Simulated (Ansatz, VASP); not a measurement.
# WS3: VASP beside Ansatz

```xyz
4
Lattice="4.6824 0.0000 0.0000 0.0000 4.6824 0.0000 0.0000 0.0000 4.6824" Properties=species:S:1:pos:R:3 pbc="T T T"
W     0.0000    0.0000    0.0000
S     0.0000    0.0000    2.3412
S     0.0000    2.3412    0.0000
S     2.3412    0.0000    0.0000
```

Alike in both runs: functional PBE; k mesh 10 × 10 × 10; occupations gaussian, width 0.1 eV; no spin polarisation.

Ansatz relaxed the structure, and its values are those at the end. VASP's run is a single point on that final structure, the one shown.

|  | VASP | Ansatz |
| --- | --- | --- |
| version | VASP 6.6.1 | Ansatz 0.2.0 |
| potentials or method | VASP PAW PBE potentials, release 64 (W_sv, S), cutoff 520 eV | scalar-relativistic, plane waves, PAW |
| valence electrons in the cell | 32 | 32 |

```csv
,VASP,Ansatz,Ansatz less VASP
gap on the k mesh at the Fermi level (eV),none,none,-
pressure (GPa),0.0,0.0,+0.04
```

A gap of «none» marks a metal or a gap that the smearing closes. The functional is the same, so the differences come from potentials, cutoffs and numerics.

Neither program's run includes spin-orbit coupling.
